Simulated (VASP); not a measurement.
## BN: single point with r2SCAN

The system is BN.

```
CELL_PARAMETERS angstrom
-2.54397 0.00000 0.00000
-1.27198 -2.20314 0.00000
0.00000 0.00000 17.12323
ATOMIC_POSITIONS crystal
B 0.66667 0.66667 0.16890
B 0.66667 0.66667 0.41464
B 0.66667 0.66667 0.66037
B 0.33333 0.33333 0.04604
B 0.33333 0.33333 0.29177
B 0.33333 0.33333 0.53750
N 0.66667 0.66667 0.07685
N 0.66667 0.66667 0.32259
N 0.66667 0.66667 0.56832
N 0.33333 0.33333 0.69119
N 0.33333 0.33333 0.19972
N 0.33333 0.33333 0.44545
```

This cell differs from its parent crystal: the distance across one plane changed.

```json
{
 "Program": "VASP 6.6.1",
 "Task": "single point",
 "Functional": "r2SCAN",
 "Potentials or basis": "VASP PAW PBE potentials, release 64 (B, N)",
 "Cutoff": "520 eV",
 "k mesh": "10 × 10 × 2",
 "Occupations": "gaussian, width 0.05 eV",
 "Spin": "no spin polarisation",
 "Dipole correction": "no",
 "Further INCAR settings": "ALGO = Normal; EDIFF = 1e-06; NBANDS = 36"
}
```

- Pressure: -1.6 GPa
- Largest force: 3.065 eV/Å
- Band gap on the k mesh: zero (bands 24 and 25 overlap by 0.57 eV)

Forces in eV/Å, atoms in the order of the input:
```
B    0.000  0.000  0.871
B    0.000  0.000  0.677
B    0.000  0.000  3.065
B    0.000  0.000  0.793
B    0.000  0.000  0.625
B    0.000  0.000  0.895
N    0.000  0.000 -1.408
N    0.000  0.000 -0.647
N    0.000  0.000 -1.352
N    0.000  0.000 -2.215
N    0.000  0.000 -0.588
N    0.000  0.000 -0.716
```

Stress tensor (GPa, compression positive):
```
-3.45  0.00  0.00
 0.00 -3.45  0.00
 0.00  0.00  2.09
```

Levels at points of the mesh, in eV from the Fermi level:
```
           k point  band 20  band 21  band 22  band 23  band 24  band 25  band 26  band 27  band 28  band 29
(0.00, 0.00, 0.00)    -1.36    -1.36    -0.47    -0.28     0.48     0.48     6.38     6.89     6.89     7.53
(0.50, 0.00, 0.00)    -4.86    -4.31    -3.89    -2.10    -0.22     0.20     4.70     5.34     6.03     6.59
(0.00, 0.00, 0.50)    -1.36    -1.36    -0.54    -0.22     0.48     0.48     6.36     6.89     6.89     7.53
(0.50, 0.00, 0.50)    -4.86    -4.31    -3.89    -2.10    -0.22     0.20     4.70     5.34     6.03     6.58
```

It took 6.6 min on 1 thread of Intel(R) Xeon(R) Platinum 8481C CPU @ 2.70GHz (Sapphire Rapids), with other jobs on the host, peak memory 0.26 GiB.

Caveat: the cell differs from its parent crystal (the distance across one plane changed); the PAW data sets were made with another functional, which shifts forces and pressure a little.
